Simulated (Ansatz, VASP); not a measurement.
**Two plane-wave programs on Al3InAs4**

INCAR

```
SYSTEM = Al3InAs4
PREC = Accurate
ENCUT = 520
EDIFF = 1E-6
ISMEAR = 0
SIGMA = 0.1
LREAL = .FALSE.
LASPH = .TRUE.
NELM = 80
ALGO = Normal
ISIF = 2
LWAVE = .FALSE.
LCHARG = .FALSE.
GGA = PE
NBANDS = 31
```

The input KPOINTS:

```
regular mesh
0
G
  4 2 4
  0 0 0
```

Contents of POSCAR:

```
Al3InAs4
1.0
    3.9005255000      0.0000000000      0.0000000000
    0.0000000000      7.8010510000      0.0000000000
    0.0000000000      0.0000000000      5.5161760600
Al In As
3 1 4
Direct
    0.0000000000      0.7500000000      0.0000000000
    0.0000000000      0.2500000000      0.0000000000
    0.5000000000      0.5000000000      0.5000000000
    0.5000000000      0.0000000000      0.5000000000
    0.5000000000      0.7500000000      0.7500000000
    0.0000000000      0.0000000000      0.2500000000
    0.5000000000      0.2500000000      0.7500000000
    0.0000000000      0.5000000000      0.2500000000
```

Input for Ansatz:

```yaml
crystal:
  lattice:
    - [3.9005255, 0.0, 0.0]
    - [0.0, 7.801051, 0.0]
    - [0.0, 0.0, 5.51617606]
  atoms:
    - { symbol: Al, position: [0.0, 0.75, 0.0] }
    - { symbol: Al, position: [0.0, 0.25, 0.0] }
    - { symbol: Al, position: [0.5, 0.5, 0.5] }
    - { symbol: In, position: [0.5, 0.0, 0.5] }
    - { symbol: As, position: [0.5, 0.75, 0.75] }
    - { symbol: As, position: [0.0, 0.0, 0.25] }
    - { symbol: As, position: [0.5, 0.25, 0.75] }
    - { symbol: As, position: [0.0, 0.5, 0.25] }
basis:
  ecutwfc: 420
kpoints:
  mp_grid: { grid: [4, 2, 4] }
hamiltonian:
  xc: pbe
scf:
  occupations: { method: gaussian, width: 0.1 }
  lower_state_search: "off"
output:
  forces: true
  stress: true
  eigenvalues: true
```

Alike in both runs: task single point; functional PBE; k mesh 4 × 2 × 4; occupations gaussian, width 0.1 eV; no spin polarisation.

```csv
,VASP,Ansatz
version,VASP 6.6.1,Ansatz 0.2.0
potentials or method,"VASP PAW PBE potentials, release 64 (Al, In_d, As), cutoff 520 eV","scalar-relativistic, plane waves, PAW"
valence electrons in the cell,42,82
```

```csv
,VASP,Ansatz,Ansatz less VASP
gap on the k mesh at the Fermi level (eV),1.15,1.17,+0.013
least direct gap on the mesh (eV),1.17,1.19,+0.014
pressure (GPa),16.8,16.6,-0.26
"traceless stress, the component that is largest in VASP (GPa)",-0.71,-0.71,+0.004
rms of the force components (eV/Å),0.803,0.804,+0.0009
```

Atom by atom the forces differ by 0.001 eV/Å (rms over components). VASP's potentials hold 42 valence electrons a cell and Ansatz's 82, so a difference there can come from the potentials and not from the codes.
